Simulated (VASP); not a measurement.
Here is a VASP 6.6.1 calculation.

File INCAR:

```
SYSTEM = C
  PREC = Accurate
  ENCUT = 520
  EDIFF = 1E-7
  ISMEAR = 0
  SIGMA = 0.1
  LREAL = .FALSE.
  LASPH = .TRUE.
  NELM = 100
  ALGO = Normal
  ISIF = 2
  LWAVE = .FALSE.
  LCHARG = .FALSE.
  LDIPOL = .TRUE.
  IDIPOL = 3
  DIPOL = 0.5 0.5 0.500
  GGA = PE
  IVDW = 12
  NBANDS = 11
```

Contents of KPOINTS:

```
regular mesh
0
G
  21 21 1
  0 0 0
```

POSCAR

```
C
1.0
    2.3280000000      0.0000000000      0.0000000000
   -1.1640000000      2.0161071400      0.0000000000
    0.0000000000      0.0000000000     26.0024170307
C
2
Direct
    0.6666666667      0.3333333333      0.5082492331
    0.3333333333      0.6666666667      0.4917507669
```

Potentials or basis: VASP PAW PBE potentials, release 64 (C).

Run with:

```sh
$ cat potpaw_PBE.64/C/POTCAR > POTCAR
$ mpirun -np 1 vasp_std > vasp.out
```

Question: What does it give for the band gap on the k mesh?

Answer: Zero (filled and empty bands touch).

Question: Predict the largest force.

Answer: 7.311 eV/Å.

Forces on the atoms (eV/Å):
```
C    0.000  0.000 -7.311
C    0.000  0.000  7.311
```
